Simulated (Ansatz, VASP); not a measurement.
**One calculation of Be5GeN2, two programs**

```
CELL_PARAMETERS angstrom
2.68367 0.00000 0.00000
-1.34184 2.32413 0.00000
0.00000 0.00000 11.85437
ATOMIC_POSITIONS crystal
Be 0.00000 0.00000 0.99285
Be 0.33333 0.66667 0.17687
Be 0.00000 0.00000 0.30921
Be 0.66667 0.33333 0.69194
Be 0.33333 0.66667 0.82516
Ge 0.33333 0.66667 0.50134
N 0.66667 0.33333 0.24185
N 0.00000 0.00000 0.76079
```

Alike in both runs: functional PBE; k mesh 6 × 6 × 2; occupations gaussian, width 0.1 eV; no spin polarisation.

Ansatz relaxed the structure, and its values are those at the end. VASP's run is a single point on that final structure, the one shown.

```csv
,VASP,Ansatz
version,VASP 6.6.1,Ansatz 0.2.0
potentials or method,"VASP PAW PBE potentials, release 64 (Be, Ge_d, N), cutoff 520 eV","scalar-relativistic, plane waves, PAW"
valence electrons in the cell,34,34
```

|  | VASP | Ansatz | Ansatz less VASP |
| --- | --- | --- | --- |
| gap on the k mesh at the Fermi level (eV) | none | none | - |
| pressure (GPa) | 0.4 | 0.1 | -0.26 |
| rms of the force components (eV/Å) | 0.016 | 0.005 | -0.0111 |

A gap of «none» marks a metal or a gap that the smearing closes. The functional is the same, so the differences come from potentials, cutoffs and numerics.

The k mesh is coarse, so the values compare programs but aren't converged.
